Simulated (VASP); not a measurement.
# Ba3O (Pm-3m) in VASP: notebook

Ba3O is run at these levels: PBE; tasks: single point, relaxation of cell and atoms.

All numbers are computed with VASP 6.6.1; they aren't measurements. Logs are shortened: lines on timing, memory, paths and dates and some standing lists are left out, and cuts for length are marked.

**1. The cell of the first run**

The structure is cubic, space group Pm-3m (No. 221). The conventional cell has a = 4.902 Å, b = 4.902 Å, c = 4.902 Å, α = 90.00°, β = 90.00°, γ = 90.00°. Within 4.6 Å of Ba (site symmetry 4/mmm) lie 8 Ba at 3.47 Å and 4 O at 3.47 Å. O (site symmetry m-3m) has 12 Ba at 3.47 Å within 4.6 Å.

**2. Single point, PBE**

File INCAR:

```
SYSTEM = Ba3O
PREC     = Accurate       ! precision mode
ENCUT    = 520            ! plane-wave cutoff, eV
EDIFF    = 1E-6           ! SCF threshold, eV
ISMEAR   = 0              ! smearing method
SIGMA    = 0.1            ! smearing width, eV
LREAL    = .False.        ! projectors in reciprocal space
LASPH    = .True.         ! aspherical terms in the spheres
NELM     = 60             ! most SCF steps
ALGO     = Normal         ! electronic algorithm
ISIF     = 2              ! what is computed and relaxed
LWAVE    = .False.        ! write WAVECAR
LCHARG   = .False.        ! write CHGCAR
GGA      = PE             ! functional
NBANDS   = 26             ! bands
```

File KPOINTS:

```
Automatic mesh
0
Gamma
  4 4 4
  0 0 0
```

File POSCAR:

```
Ba3O
1.0
    4.9020516122      0.0000000000      0.0000000000
    0.0000000000      4.9020516122      0.0000000000
    0.0000000000      0.0000000000      4.9020516122
Ba O
3 1
Direct
    0.0000000000      0.5000000000      0.5000000000
    0.5000000000      0.0000000000      0.5000000000
    0.5000000000      0.5000000000      0.0000000000
    0.0000000000      0.0000000000      0.0000000000
```

Potentials or basis: VASP PAW PBE potentials, release 64 (Ba_sv, O).

Launch:

```
cat potpaw_PBE.64/Ba_sv/POTCAR potpaw_PBE.64/O/POTCAR > POTCAR
mpirun -np 1 vasp_std > vasp.out
```

OUTCAR:

```text
SYSTEM = Ba3O
   PREC = Accurate
   ENCUT = 520
   EDIFF = 1E-6
   ISMEAR = 0
   LREAL = .False.
   LASPH = .True.
   NELM = 60
   ISIF = 2
   GGA = PE

 ion  position               nearest neighbor table
   1  0.000  0.500  0.500-   2 3.47   3 3.47   3 3.47   2 3.47   2 3.47   3 3.47   3 3.47   2 3.47

   2  0.500  0.000  0.500-   1 3.47   3 3.47   3 3.47   1 3.47   3 3.47   3 3.47   1 3.47   1 3.47

   3  0.500  0.500  0.000-   1 3.47   2 3.47   1 3.47   2 3.47   2 3.47   2 3.47   1 3.47   1 3.47

   4  0.000  0.000  0.000-

  LATTYP: Found a simple cubic cell.
 ALAT       =     4.9020516122

  Lattice vectors:

 A1 = (   4.9020516122,   0.0000000000,   0.0000000000)
 A2 = (   0.0000000000,   4.9020516122,   0.0000000000)
 A3 = (   0.0000000000,   0.0000000000,   4.9020516122)

Analysis of symmetry for initial positions (statically):
=====================================================================
 Subroutine PRICEL returns:
 Original cell was already a primitive cell.

 Routine SETGRP: Setting up the symmetry group for a
 simple cubic supercell.

 Subroutine GETGRP returns: Found 48 space group operations
 (whereof 48 operations were pure point group operations)
 out of a pool of 48 trial point group operations.

The static configuration has the point symmetry O_h .

Analysis of symmetry for dynamics (positions and initial velocities):
=====================================================================
 Subroutine PRICEL returns:
 Original cell was already a primitive cell.

 Routine SETGRP: Setting up the symmetry group for a
 simple cubic supercell.

 Subroutine GETGRP returns: Found 48 space group operations
 (whereof 48 operations were pure point group operations)
 out of a pool of 48 trial point group operations.

The dynamic configuration has the point symmetry O_h .

 Subroutine INISYM returns: Found 48 space group operations
 (whereof 48 operations are pure point group operations),
 and found     1 'primitive' translations

----------------------------------------------------------------------------------------

                                     Primitive cell

  volume of cell :     117.7968

  direct lattice vectors                    reciprocal lattice vectors
[... 71 lines left out ...]
   LNONCOLLINEAR =      F non collinear calculations
   LSORBIT =      F    spin-orbit coupling
   LASPH  =      T    aspherical Exc in radial PAW
   ENCUT  =  520.0 eV  38.22 Ry    6.18 a.u.   9.11  9.11  9.11*2*pi/ulx,y,z
   NELM   =     60;   NELMIN=  2; NELMDL= -5     # of ELM steps
   EDIFF  = 0.1E-05   stopping-criterion for ELM
   LREAL  =      F    real-space projection
   EDIFFG = 0.1E-04   stopping-criterion for IOM
   NSW    =      0    number of steps for IOM
   IBRION =     -1    ionic relax: 0-MD 1-quasi-New 2-CG
   NFREE  =      0    steps in history (QN), initial steepest desc. (CG)
   ISIF   =      2    stress and relaxation
   ISYM   =      2    0-nonsym 1-usesym 2-fastsym
   POTIM  = 0.5000    time-step for ionic-motion
   TEBEG  =    0.0;   TEEND  =   0.0 temperature during run
   PSTRESS=    0.0 pullay stress
   NELECT =      36.0000    total number of electrons
   NUPDOWN=      -1.0000    fix difference up-down
   EMIN   =  10.00;   EMAX   =-10.00  energy-range for DOS
   EFERMI =   0.00;   METHOD = LEGACY
   ISMEAR =     0;   SIGMA  =   0.10  broadening in eV -4-tet -1-fermi 0-gaus
   EFERMI_NEDOS =   21; number of points for ismear=-14 and -15
   IALGO  =     38    algorithm
   IMIX   =      4    mixing-type and parameters
     AMIX     =   0.40;   BMIX     =  1.00
     AMIX_MAG =   1.60;   BMIX_MAG =  1.00
  volume/ion in A,a.u.               =      29.45       198.73
  Fermi-wavevector in a.u.,A,eV,Ry     =   1.102718  2.083835 16.544506  1.215987
  Thomas-Fermi vector in A             =   2.239165
   LORBIT       =      0    0 simple, 1 ext, 2 COOP (PROOUT), +10 PAW based schemes
   GGA     = PE    functional components
   LHFCALC =     F    Hartree Fock is set to
   AEXX    =    0.0000 exact exchange contribution
   IVDW    =     0    specifies the selected vdW correction
   LEPSILON=     F    determine dielectric tensor
   LRPA    =     F    only Hartree local field effects (RPA)
 non-spin polarized calculation
 Gauss-broadening in eV      SIGMA  =   0.10
  energy-cutoff  :      520.00
  volume of cell :      117.80
 maximum number of plane-waves:      3196
   NGX = 19   NGY = 19   NGZ = 19

 number of electron      35.9999996 magnetization

 Free energy of the ion-electron system (eV)
  ---------------------------------------------------
  ext. energy  EPLUGINS =         0.00000000
  ---------------------------------------------------
  free energy    TOTEN  =       -10.23451357 eV

  energy without entropy =      -10.18526326  energy(sigma->0) =      -10.20988842

 E-fermi :   4.1948     XC(G=0):  -9.4001

 val. band max:        4.1643492895   @ k =   0.5000   0.5000   0.2500
 cond. band min:       4.2196954538   @ k =   0.2500   0.2500   0.0000
 fundamental gap:      0.0553461643
 Fermi energy:         4.1948017769

 k-point     1 :       0.0000    0.0000    0.0000
  band No.  band energies     occupation
      1     -25.0536      2.00000
      2     -24.3354      2.00000
      3     -24.3354      2.00000
      4     -12.6954      2.00000
      5     -11.1101      2.00000
      6     -11.1101      2.00000
[... 279 lines left out ...]
     25       7.7245      0.00000
     26       7.7245      0.00000

------------------------ aborting loop because EDIFF is reached ----------------------------------------

  FORCE on cell =-STRESS in cart. coord.  units (eV):
  Direction    XX          YY          ZZ          XY          YZ          ZX
  --------------------------------------------------------------------------------------
  -------------------------------------------------------------------------------------
  Total        2.9641412      2.9641412      2.9641412     -0.0000000      0.0000000     -0.0000000
  in kB       40.3158506     40.3158506     40.3158506     -0.0000000      0.0000000     -0.0000000
  external PRESSURE =      40.3158506 kB  Pullay stress =       0.0000000 kB

 VOLUME and BASIS-vectors are now :
 -----------------------------------------------------------------------------
  energy-cutoff  :      520.00
  volume of cell :      117.80
      direct lattice vectors                 reciprocal lattice vectors
     4.902051612  0.000000000  0.000000000     0.203996220  0.000000000  0.000000000
     0.000000000  4.902051612  0.000000000     0.000000000  0.203996220  0.000000000
     0.000000000  0.000000000  4.902051612     0.000000000  0.000000000  0.203996220

 POSITION                                       TOTAL-FORCE (eV/Angst)
 -----------------------------------------------------------------------------------
      0.00000      2.45103      2.45103         0.000000      0.000000      0.000000
      2.45103      0.00000      2.45103         0.000000      0.000000      0.000000
      2.45103      2.45103      0.00000         0.000000      0.000000      0.000000
      0.00000      0.00000      0.00000         0.000000      0.000000      0.000000
 -----------------------------------------------------------------------------------
    total drift:                                0.000000      0.000000      0.000000

  FREE ENERGIE OF THE ION-ELECTRON SYSTEM (eV)
  ---------------------------------------------------
  free  energy   TOTEN  =       -10.2345135750 eV

  energy  without entropy=      -10.1852632624  energy(sigma->0) =      -10.20988842
```

OSZICAR:

```text
N       E                     dE             d eps       ncg     rms          rms(c)
DAV:   1     0.240666587911E+03    0.24067E+03   -0.16185E+04   520   0.123E+03
DAV:   2     0.640680383607E+00   -0.24003E+03   -0.23414E+03   784   0.244E+02
DAV:   3    -0.118878284229E+02   -0.12529E+02   -0.12241E+02   696   0.543E+01
DAV:   4    -0.121727910249E+02   -0.28496E+00   -0.28322E+00   740   0.704E+00
DAV:   5    -0.121773204399E+02   -0.45294E-02   -0.45250E-02   672   0.821E-01    0.110E+01
DAV:   6    -0.112535072572E+02    0.92381E+00   -0.11012E+01   620   0.114E+01    0.102E+01
DAV:   7    -0.103451892427E+02    0.90832E+00   -0.46432E+00   598   0.747E+00    0.336E+00
DAV:   8    -0.102306571253E+02    0.11453E+00   -0.59808E-01   608   0.374E+00    0.862E-01
DAV:   9    -0.102341912706E+02   -0.35341E-02   -0.34683E-02   720   0.739E-01    0.355E-01
DAV:  10    -0.102344703556E+02   -0.27909E-03   -0.54170E-03   636   0.359E-01    0.162E-01
DAV:  11    -0.102345617170E+02   -0.91361E-04   -0.15062E-03   612   0.176E-01    0.498E-02
DAV:  12    -0.102345170249E+02    0.44692E-04   -0.13402E-04   628   0.524E-02    0.989E-03
DAV:  13    -0.102345162082E+02    0.81667E-06   -0.11385E-05   662   0.118E-02    0.970E-03
DAV:  14    -0.102345138224E+02    0.23858E-05   -0.71284E-06   632   0.111E-02    0.287E-03
DAV:  15    -0.102345135750E+02    0.24744E-06   -0.70899E-07   358   0.314E-03
   1 F= -.10234514E+02 E0= -.10209888E+02  d E =-.492503E-01
```

Wall time 23 s (1 thread of Intel Xeon Platinum 8375C at 2.90GHz (Ice Lake), shared host); peak memory 0.2 GiB.

Results:

* Free energy: -10.2345 eV
* Pressure: 4.0 GPa
* Band gap on the k mesh: zero (band 18 reaches 4.58 eV, above the bottom of band 19 at 3.30 eV)

Caveat: spin-orbit coupling is left out, which moves the levels of the heavy elements.

**3. Single point, PBE**

This run uses another cell than the first one, of 33.09 Å³/atom, 1.124 times its volume.

File INCAR:

```
PREC = Accurate ; ENCUT = 520
EDIFF = 1E-6 ; ISMEAR = 0
SIGMA = 0.1 ; LREAL = False
LASPH = True ; NELM = 100
ALGO = Normal ; ISIF = 2
LWAVE = False ; LCHARG = False
GGA = PE ; NBANDS = 26
```

File KPOINTS:

```
regular mesh
0
Gamma
  10 10 10
```

File POSCAR:

```
Ba3O
1.0
    5.0963166571      0.0000000000      0.0000000000
    0.0000000000      5.0963166571      0.0000000000
    0.0000000000      0.0000000000      5.0963166571
Ba O
3 1
Direct
    0.0000000000      0.5000000000      0.5000000000
    0.5000000000      0.0000000000      0.5000000000
    0.5000000000      0.5000000000      0.0000000000
    0.0000000000      0.0000000000      0.0000000000
```

Potentials or basis: VASP PAW PBE potentials, release 64 (Ba_sv, O).

Launch:

```
cat potpaw_PBE.64/Ba_sv/POTCAR potpaw_PBE.64/O/POTCAR > POTCAR
mpirun -np 1 vasp_std > vasp.out
```

OUTCAR:

```text
PREC = Accurate
   ENCUT = 520
   EDIFF = 1E-6
   ISMEAR = 0
   LREAL = False
   LASPH = True
   NELM = 100
   ISIF = 2
   GGA = PE

 ion  position               nearest neighbor table
   1  0.000  0.500  0.500-   2 3.60   3 3.60   3 3.60   2 3.60   2 3.60   3 3.60   3 3.60   2 3.60

   2  0.500  0.000  0.500-   1 3.60   3 3.60   3 3.60   1 3.60   3 3.60   3 3.60   1 3.60   1 3.60

   3  0.500  0.500  0.000-   1 3.60   2 3.60   1 3.60   2 3.60   2 3.60   2 3.60   1 3.60   1 3.60

   4  0.000  0.000  0.000-

  LATTYP: Found a simple cubic cell.
 ALAT       =     5.0963166571

  Lattice vectors:

 A1 = (   5.0963166571,   0.0000000000,   0.0000000000)
 A2 = (   0.0000000000,   5.0963166571,   0.0000000000)
 A3 = (   0.0000000000,   0.0000000000,   5.0963166571)

Analysis of symmetry for initial positions (statically):
=====================================================================
 Subroutine PRICEL returns:
 Original cell was already a primitive cell.

 Routine SETGRP: Setting up the symmetry group for a
 simple cubic supercell.
[... 165 lines left out ...]
  ---------------------------------------------------
  ext. energy  EPLUGINS =         0.00000000
  ---------------------------------------------------
  free energy    TOTEN  =       -10.57464064 eV

  energy without entropy =      -10.54747142  energy(sigma->0) =      -10.56105603

 E-fermi :   3.5473     XC(G=0):  -8.9065

 val. band max:        3.5370308696   @ k =   0.2000   0.2000   0.2000
 cond. band min:       3.5517418171   @ k =   0.3000   0.1000   0.0000
 fundamental gap:      0.0147109475
 Fermi energy:         3.5473367258

 k-point     1 :       0.0000    0.0000    0.0000
  band No.  band energies     occupation
      1     -25.6156      2.00000
      2     -25.1312      2.00000
      3     -25.1312      2.00000
      4     -13.0275      2.00000
      5     -11.5090      2.00000
      6     -11.5090      2.00000
[... 685 lines left out ...]
     25       6.9221      0.00000
     26       6.9308      0.00000

 [... further k-points ...]
[... 5 lines left out ...]
  --------------------------------------------------------------------------------------
  -------------------------------------------------------------------------------------
  Total        0.5980005      0.5980005      0.5980005     -0.0000000     -0.0000000     -0.0000000
  in kB        7.2384061      7.2384061      7.2384061     -0.0000000     -0.0000000     -0.0000000
  external PRESSURE =       7.2384061 kB  Pullay stress =       0.0000000 kB

 VOLUME and BASIS-vectors are now :
 -----------------------------------------------------------------------------
  energy-cutoff  :      520.00
  volume of cell :      132.36
      direct lattice vectors                 reciprocal lattice vectors
     5.096316657  0.000000000  0.000000000     0.196220146  0.000000000  0.000000000
     0.000000000  5.096316657  0.000000000     0.000000000  0.196220146  0.000000000
     0.000000000  0.000000000  5.096316657     0.000000000  0.000000000  0.196220146

 POSITION                                       TOTAL-FORCE (eV/Angst)
 -----------------------------------------------------------------------------------
      0.00000      2.54816      2.54816         0.000000      0.000000      0.000000
      2.54816      0.00000      2.54816         0.000000      0.000000      0.000000
      2.54816      2.54816      0.00000         0.000000      0.000000      0.000000
      0.00000      0.00000      0.00000         0.000000      0.000000      0.000000
 -----------------------------------------------------------------------------------
    total drift:                                0.000000     -0.000000     -0.000000

  FREE ENERGIE OF THE ION-ELECTRON SYSTEM (eV)
  ---------------------------------------------------
  free  energy   TOTEN  =       -10.5746406407 eV

  energy  without entropy=      -10.5474714206  energy(sigma->0) =      -10.56105603
```

Wall time 2.5 min (1 thread of Intel Xeon Platinum 8375C at 2.90GHz (Ice Lake), shared host); peak memory 0.34 GiB.

Results:

| Item | Value |
| --- | --- |
| Free energy | -10.5746 eV |
| Pressure | 0.7 GPa |
| Band gap on the k mesh | zero (band 18 reaches 4.20 eV, above the bottom of band 19 at 2.75 eV) |

Levels at points of the mesh, in eV from the Fermi level:
```tsv
k point	band 15	band 16	band 17	band 18	band 19	band 20	band 21	band 22
(0.00, 0.00, 0.00)	-2.25	-2.25	-2.25	-1.31	-0.70	-0.70	-0.67	-0.67
(0.50, 0.00, 0.00)	-2.50	-2.50	-0.87	-0.27	0.33	0.81	1.14	1.70
(0.50, 0.50, 0.00)	-2.63	-2.63	0.26	0.26	0.99	1.25	1.57	1.92
(0.50, 0.50, 0.50)	-2.32	-2.32	-0.80	-0.80	-0.80	-0.55	1.64	1.64
```

Caveat: spin-orbit coupling is left out, which moves the levels of the heavy elements.

**4. Relaxation of cell and atoms, PBE**

File INCAR:

```
SYSTEM = Ba3O
  PREC = Accurate
  ENCUT = 600
  EDIFF = 1E-7
  ISMEAR = 0
  SIGMA = 0.1
  LREAL = .False.
  LASPH = .True.
  NELM = 60
  ALGO = Normal
  ISIF = 3
  LWAVE = .False.
  LCHARG = .False.
  GGA = PE
  IBRION = 2
  NSW = 100
  EDIFFG = -0.01
```

File KPOINTS:

```
regular mesh
0
Gamma
  10 10 10
  0 0 0
```

File POSCAR:

```
Ba3O
1.0
    4.9020516122      0.0000000000      0.0000000000
    0.0000000000      4.9020516122      0.0000000000
    0.0000000000      0.0000000000      4.9020516122
Ba O
3 1
Direct
    0.0000000000      0.5000000000      0.5000000000
    0.5000000000      0.0000000000      0.5000000000
    0.5000000000      0.5000000000      0.0000000000
    0.0000000000      0.0000000000      0.0000000000
```

Launch:

```
cat potpaw_PBE.64/Ba_sv/POTCAR potpaw_PBE.64/O/POTCAR > POTCAR
mpirun -np 1 vasp_std > vasp.out
```

Wall time 19 min (1 thread of AMD EPYC 7R43 (Zen 3), shared host); peak memory 0.29 GiB.

The run converged. Its results:

```
Free energy                            : -10.5711 eV
Relaxed volume                         : 35.14 Å³/atom
Relaxed cell                           : a = 5.199 Å, b = 5.199 Å, c = 5.199 Å, α = 90.00°, β = 90.00°, γ = 90.00°
Space group after relaxing (to 0.05 Å) : Pm-3m (No. 221)
Energy gained by relaxing              : 45.9 meV/atom
Ionic steps                            : 4
Pressure after relaxing                : 0.0 GPa
```

Step by step:
```csv
step,energy change (eV),largest force (eV/Å),pressure (GPa),volume (Å³)
1,0.0000,0.0000,3.01,117.80
2,-0.1294,0.0000,1.38,127.49
3,-0.1806,0.0000,0.29,137.48
4,-0.1835,0.0000,0.01,140.55
```

Final structure:
```yaml
crystal:
  lattice:
    - [5.19923, 0.00000, 0.00000]
    - [0.00000, 5.19923, 0.00000]
    - [0.00000, 0.00000, 5.19923]
  atoms:
    - { symbol: Ba, position: [0.00000, 0.50000, 0.50000] }
    - { symbol: Ba, position: [0.50000, 0.00000, 0.50000] }
    - { symbol: Ba, position: [0.50000, 0.50000, 0.00000] }
    - { symbol: O, position: [0.00000, 0.00000, 0.00000] }
```

Levels at points of the mesh, in eV from the Fermi level:
```
           k point  band 14  band 15  band 16  band 17  band 18  band 19  band 20  band 21  band 22
(0.00, 0.00, 0.00)    -2.50    -2.11    -2.11    -2.11    -1.33    -0.63    -0.63    -0.59    -0.59
(0.50, 0.00, 0.00)    -2.92    -2.34    -2.34    -0.94    -0.21     0.32     0.65     1.07     1.59
(0.50, 0.50, 0.00)    -2.56    -2.49    -2.49     0.23     0.23     0.81     1.11     1.45     1.75
(0.50, 0.50, 0.50)    -2.20    -2.20    -2.20    -0.82    -0.82    -0.82    -0.48     1.59     1.59
```

Caveat: the volume moved by over 15 % at a fixed basis, so the end points are rough; the bands computed are all filled at some k points, so no gap is given; spin-orbit coupling is left out, which moves the levels of the heavy elements.

[end of part 1 of 2]
